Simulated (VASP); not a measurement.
# O (R-3m) in VASP: settings compared, part 2 of 2

VASP 6.6.1. The steps go on from the part before.

### Step 3. Single point, PBE

This run uses another cell than the first one, of 11.96 Å³/atom, 1.159 times its volume.

File INCAR:

```
SYSTEM = O
  PREC = Accurate
  ENCUT = 600
  EDIFF = 1E-6
  ISMEAR = 0
  SIGMA = 0.1
  LREAL = .False.
  LASPH = .True.
  NELM = 120
  ALGO = Normal
  ISIF = 2
  LWAVE = .False.
  LCHARG = .False.
  GGA = PE
  NELECT = 11.9
  NBANDS = 13
  GGA_COMPAT = .False.
```

File KPOINTS:

```
Automatic mesh
0
Gamma
  6 6 6
  0 0 0
```

File POSCAR:

```
O
1.0
    1.4233490221      0.8217709410      3.4083000000
   -1.4233490221      0.8217709410      3.4083000000
    0.0000000000     -1.6435418821      3.4083000000
O
2
Direct
    0.0588193455      0.0588193455      0.0588193455
    0.9411806545      0.9411806545      0.9411806545
```

Potentials or basis: VASP PAW PBE potentials, release 64 (O).

Launch:

```
$ cat potpaw_PBE.64/O/POTCAR > POTCAR
$ mpirun -np 1 vasp_std > vasp.out
```

OUTCAR:

```text
SYSTEM = O
   PREC = Accurate
   ENCUT = 600
   EDIFF = 1E-6
   ISMEAR = 0
   LREAL = .False.
   LASPH = .True.
   NELM = 120
   ISIF = 2
   GGA = PE
   NELECT = 11.9

 ion  position               nearest neighbor table
   1  0.059  0.059  0.059-   2 1.20
   2  0.941  0.941  0.941-   1 1.20

  LATTYP: Found a trigonal (rhomboedric) cell.
 ALAT       =     3.7838788046
 COS(alpha) =     0.7170052526

  Lattice vectors:

 A1 = (   1.4233490221,   0.8217709410,   3.4083000000)
 A2 = (  -1.4233490221,   0.8217709410,   3.4083000000)
 A3 = (   0.0000000000,  -1.6435418821,   3.4083000000)

Analysis of symmetry for initial positions (statically):
=====================================================================
 Subroutine PRICEL returns:
 Original cell was already a primitive cell.

 Routine SETGRP: Setting up the symmetry group for a
 trigonal (rhombohedral) supercell.

 Subroutine GETGRP returns: Found 12 space group operations
 (whereof 12 operations were pure point group operations)
 out of a pool of 12 trial point group operations.

The static configuration has the point symmetry D_3d.

Analysis of symmetry for dynamics (positions and initial velocities):
=====================================================================
 Subroutine PRICEL returns:
 Original cell was already a primitive cell.

 Routine SETGRP: Setting up the symmetry group for a
 trigonal (rhombohedral) supercell.

 Subroutine GETGRP returns: Found 12 space group operations
 (whereof 12 operations were pure point group operations)
 out of a pool of 12 trial point group operations.

The dynamic configuration has the point symmetry D_3d.

 Subroutine INISYM returns: Found 12 space group operations
 (whereof 12 operations are pure point group operations),
 and found     1 'primitive' translations

----------------------------------------------------------------------------------------

                                     Primitive cell
[... 114 lines left out ...]
  Thomas-Fermi vector in A             =   2.428607
   LORBIT       =      0    0 simple, 1 ext, 2 COOP (PROOUT), +10 PAW based schemes
   GGA     = PE    functional components
   LHFCALC =     F    Hartree Fock is set to
   AEXX    =    0.0000 exact exchange contribution
   IVDW    =     0    specifies the selected vdW correction
   LEPSILON=     F    determine dielectric tensor
   LRPA    =     F    only Hartree local field effects (RPA)
 non-spin polarized calculation
 Gauss-broadening in eV      SIGMA  =   0.10
  energy-cutoff  :      600.00
  volume of cell :       23.92
 maximum number of plane-waves:       818
   NGX = 15   NGY = 15   NGZ = 15

 number of electron      11.9000002 magnetization

 Free energy of the ion-electron system (eV)
  ---------------------------------------------------
  ext. energy  EPLUGINS =         0.00000000
  ---------------------------------------------------
  free energy    TOTEN  =        -9.39968820 eV

  energy without entropy =       -9.39438763  energy(sigma->0) =       -9.39703791

 E-fermi :   0.0439     XC(G=0):  -9.1593

 val. band max:        0.0072159244   @ k =   0.5000   0.1667   0.0000
 cond. band min:       0.1653426233   @ k =   0.5000   0.0000   0.0000
 fundamental gap:      0.1581266989
 Fermi energy:         0.0438814487

 k-point     1 :       0.0000    0.0000    0.0000
  band No.  band energies     occupation
      1     -27.3670      2.00000
      2     -13.7315      2.00000
      3      -8.7530      2.00000
      4      -6.0364      2.00000
      5      -6.0364      2.00000
      6       0.6444      0.00000
      7       0.6444      0.00000
      8       8.7834      0.00000
      9      11.1743      0.00000
     10      15.7354      0.00000
     11      19.0384      0.00000
     12      21.8751      0.00000
     13      21.8751      0.00000
[... 354 lines left out ...]
  band No.  band energies     occupation
      1     -26.9704      2.00000
      2     -13.9688      2.00000
      3      -7.8958      2.00000
      4      -6.9347      2.00000
      5      -6.8485      2.00000
      6      -0.9151      2.00000
      7       0.4008      0.00000
      8       9.7911      0.00000
      9      13.1222      0.00000
     10      14.6524      0.00000
     11      16.3241      0.00000
     12      19.5476      0.00000
     13      22.1734      0.00000

 [... further k-points ...]
[... 5 lines left out ...]
  --------------------------------------------------------------------------------------
  -------------------------------------------------------------------------------------
  Total       -1.5779078     -1.5779078      1.9230190      0.0000000     -0.0000000     -0.0000000
  in kB     -105.6917189   -105.6917189    128.8080204      0.0000000     -0.0000000     -0.0000000
  external PRESSURE =     -27.5251392 kB  Pullay stress =       0.0000000 kB

 VOLUME and BASIS-vectors are now :
 -----------------------------------------------------------------------------
  energy-cutoff  :      600.00
  volume of cell :       23.92
      direct lattice vectors                 reciprocal lattice vectors
     1.423349022  0.821770941  3.408300000     0.351284184  0.202814018  0.097800467
    -1.423349022  0.821770941  3.408300000    -0.351284184  0.202814018  0.097800467
     0.000000000 -1.643541882  3.408300000     0.000000000 -0.405628037  0.097800467

 POSITION                                       TOTAL-FORCE (eV/Angst)
 -----------------------------------------------------------------------------------
      0.00000     -0.00000      0.60142         0.000000     -0.000000      1.335975
      0.00000     -0.00000      9.62348         0.000000      0.000000     -1.335975
 -----------------------------------------------------------------------------------
    total drift:                               -0.000000     -0.000000      0.000000

  FREE ENERGIE OF THE ION-ELECTRON SYSTEM (eV)
  ---------------------------------------------------
  free  energy   TOTEN  =        -9.3996881954 eV

  energy  without entropy=       -9.3943876261  energy(sigma->0) =       -9.39703791
```

OSZICAR:

```text
N       E                     dE             d eps       ncg     rms          rms(c)
DAV:   1     0.423737205588E+02    0.42374E+02   -0.62579E+03   832   0.864E+02
DAV:   2    -0.804695801236E+01   -0.50421E+02   -0.48645E+02  1086   0.196E+02
DAV:   3    -0.966802944520E+01   -0.16211E+01   -0.16045E+01   965   0.321E+01
DAV:   4    -0.967264467940E+01   -0.46152E-02   -0.46151E-02   952   0.205E+00
DAV:   5    -0.967266215886E+01   -0.17479E-04   -0.17480E-04   950   0.120E-01    0.438E+00
DAV:   6    -0.945125578334E+01    0.22141E+00   -0.22031E-01   877   0.416E+00    0.235E+00
DAV:   7    -0.939762706408E+01    0.53629E-01   -0.20873E-01   952   0.394E+00    0.441E-01
DAV:   8    -0.939949712721E+01   -0.18701E-02   -0.14722E-02   862   0.103E+00    0.138E-01
DAV:   9    -0.939967653133E+01   -0.17940E-03   -0.19703E-04   932   0.136E-01    0.195E-02
DAV:  10    -0.939968636959E+01   -0.98383E-05   -0.17330E-05   892   0.345E-02    0.116E-02
DAV:  11    -0.939968797128E+01   -0.16017E-05   -0.31500E-06   872   0.167E-02    0.202E-03
DAV:  12    -0.939968819539E+01   -0.22411E-06   -0.18876E-07   623   0.422E-03
   1 F= -.93996882E+01 E0= -.93970379E+01  d E =-.530057E-02
```

Run time: 12 s. Hardware: 1 thread of AMD EPYC 7R43 (Zen 3), shared host; peak memory 0.12 GiB.

Results:

```yaml
Free_energy: -9.3997 eV
Largest_force: 1.336 eV/Å
```

Forces on the atoms (eV/Å):
```
O    0.000  0.000  1.336
O    0.000  0.000 -1.336
```

Levels at points of the mesh, in eV from the Fermi level:
| k point | band 3 | band 4 | band 5 | band 6 | band 7 | band 8 | band 9 | band 10 |
| --- | --- | --- | --- | --- | --- | --- | --- | --- |
| (0.00, 0.00, 0.00) | -8.80 | -6.08 | -6.08 | 0.60 | 0.60 | 8.74 | 11.13 | 15.69 |
| (0.50, 0.00, 0.00) | -8.36 | -7.58 | -6.46 | -0.63 | 0.12 | 10.31 | 13.20 | 13.58 |
| (0.50, 0.50, 0.00) | -8.15 | -6.95 | -6.67 | -1.22 | 0.66 | 9.71 | 12.29 | 15.72 |
| (0.50, 0.50, 0.50) | -6.72 | -6.19 | -6.19 | 0.85 | 0.85 | 7.93 | 9.07 | 13.77 |

Caveat: the k points lie up to 0.44 Å⁻¹ apart; the cell carries a net charge on a neutralising background, which shifts energy and pressure; the cell is charged against a uniform background, so pressure and absolute levels hang on convention; the standard files for N, O and F lose accuracy on very short bonds; spin is off for a triplet molecule; forces of over 1 eV/Å act on the atoms, so gaps and moduli don't describe the material at rest.

### Step 4. Single point, revPBE

This run uses another cell than the first one, of 11.96 Å³/atom, 1.159 times its volume.

File INCAR:

```
SYSTEM = O
PREC = Accurate
ENCUT = 600
EDIFF = 1E-6
ISMEAR = -1
SIGMA = 0.051703999572871064
LREAL = .FALSE.
LASPH = .TRUE.
NELM = 120
ALGO = Normal
ISIF = 2
LWAVE = .FALSE.
LCHARG = .FALSE.
GGA = RE
NBANDS = 13
GGA_COMPAT = .FALSE.
```

File KPOINTS:

```
regular mesh
0
G
  6 6 6
  0 0 0
```

File POSCAR:

```
O
1.0
    1.4233490221      0.8217709410      3.4083000000
   -1.4233490221      0.8217709410      3.4083000000
    0.0000000000     -1.6435418821      3.4083000000
O
2
Direct
    0.0577000000      0.0577000000      0.0577000000
    0.9423000000      0.9423000000      0.9423000000
```

Launch:

```
$ cat potpaw_PBE.64/O/POTCAR > POTCAR
$ mpirun -np 1 vasp_std > vasp.out
```

It took 12 s on 1 thread of AMD EPYC 7R43 (Zen 3), shared host; peak memory 0.12 GiB.

Results (log left out):

* Free energy: -8.7825 eV
* Pressure: 12.3 GPa
* Largest force: 4.471 eV/Å
* Band gap on the k mesh: zero (band 6 reaches 1.37 eV, above the bottom of band 7 at 0.28 eV)

Forces on the atoms (eV/Å):
```
O    0.000  0.000  4.471
O    0.000  0.000 -4.471
```

Stress tensor (GPa, compression positive):
```
-3.47  0.00  0.00
 0.00 -3.47  0.00
 0.00  0.00 43.96
```

Levels at points of the mesh, in eV from the Fermi level:
| k point | band 2 | band 3 | band 4 | band 5 | band 6 | band 7 | band 8 | band 9 | band 10 | band 11 |
| --- | --- | --- | --- | --- | --- | --- | --- | --- | --- | --- |
| (0.00, 0.00, 0.00) | -13.99 | -9.14 | -6.62 | -6.62 | 0.53 | 0.53 | 8.54 | 11.77 | 15.34 | 18.92 |
| (0.50, 0.00, 0.00) | -13.84 | -8.85 | -7.92 | -7.00 | -0.74 | 0.05 | 10.73 | 12.96 | 13.53 | 17.97 |
| (0.50, 0.50, 0.00) | -14.20 | -8.65 | -7.31 | -7.20 | -1.33 | 0.58 | 10.21 | 12.06 | 15.60 | 15.61 |
| (0.50, 0.50, 0.50) | -15.16 | -7.13 | -6.72 | -6.72 | 0.77 | 0.77 | 8.18 | 8.87 | 13.91 | 20.66 |

Caveat: the k points lie up to 0.44 Å⁻¹ apart; the standard files for N, O and F lose accuracy on very short bonds; spin is off for a triplet molecule; the PAW data sets were made with another functional, which shifts forces and pressure a little.
